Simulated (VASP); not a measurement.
A run of VASP 6.6.1 is set up as follows.

Contents of INCAR:

```
PREC = Accurate
ENCUT = 520
EDIFF = 1E-6
ISMEAR = -1
SIGMA = 0.2
LREAL = F
LASPH = T
NELM = 60
ALGO = Normal
ISIF = 2
LWAVE = F
LCHARG = F
GGA = CA
NBANDS = 33
```

KPOINTS

```
Automatic mesh
0
Gamma
  6 6 6
```

File POSCAR:

```
SbRh3
1.0
    3.9548681125      0.0000000000      0.0000000000
    0.0000000000      3.9548681125      0.0000000000
    0.0000000000      0.0000000000      3.9548681125
Sb Rh
1 3
Direct
    0.0000000000      0.0000000000      0.0000000000
    0.5000000000      0.5000000000      0.0000000000
    0.5000000000      0.0000000000      0.5000000000
    0.0000000000      0.5000000000      0.5000000000
```

Potentials or basis: VASP PAW LDA potentials, release 64 (Sb, Rh_pv).

Command:

```sh
$ cat potpaw_LDA.64/Sb/POTCAR potpaw_LDA.64/Rh_pv/POTCAR > POTCAR
$ mpirun -np 1 vasp_std > vasp.out
```

(1) What does it give for the band gap on the k mesh?

(2) Estimate the pressure.

Results:

(1) zero (band 25 reaches 12.02 eV, above the bottom of band 26 at 10.70 eV).

(2) -11.4 GPa.

Caveat: spin-orbit coupling is left out, which moves the levels of the heavy elements.
